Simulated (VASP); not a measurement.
Sn:

```
Sn
1.0
    -1.72654    1.77555    2.33834
     1.72654   -1.77555    2.33834
     1.72654    1.77555   -2.33834
Sn
1
Cartesian
  0.0000 0.0000 0.0000
```

```yaml
Program: VASP 6.6.1
Task: relaxation of cell and atoms
Functional: LDA
Potentials_or_basis: VASP PAW LDA potentials, release 64 (Sn_d)
Cutoff: 600 eV
k_mesh: 11 × 11 × 11
Occupations: gaussian, width 0.1 eV
Spin: no spin polarisation
```

At the start: pressure -4.7 GPa; volume 28.67 Å³/atom.

Q: Where does the relaxation end?

A: Over 6 steps the energy falls by 47.3 meV/atom and the volume is 25.97 Å³/atom (-9.4 %); space group Immm (No. 71, to 0.1 Å) before, I4/mmm (No. 139, to 0.1 Å).

Step by step:
| step | energy change (eV) | largest force (eV/Å) | pressure (GPa) | volume (Å³) |
| --- | --- | --- | --- | --- |
| 1 | 0.0000 | 0.0000 | -4.69 | 28.67 |
| 2 | -0.0439 | 0.0000 | 1.52 | 25.33 |
| 3 | -0.0464 | 0.0000 | 0.12 | 25.89 |
| 4 | -0.0464 | 0.0000 | -0.03 | 25.94 |
| 5 | -0.0471 | 0.0000 | -0.02 | 25.96 |
| 6 | -0.0473 | 0.0000 | -0.03 | 25.97 |

Final structure:
```
CELL_PARAMETERS angstrom
-1.68880 1.68971 2.27529
1.68880 -1.68971 2.27529
1.68880 1.68971 -2.27529
ATOMIC_POSITIONS crystal
Sn 0.00000 0.00000 0.00000
```
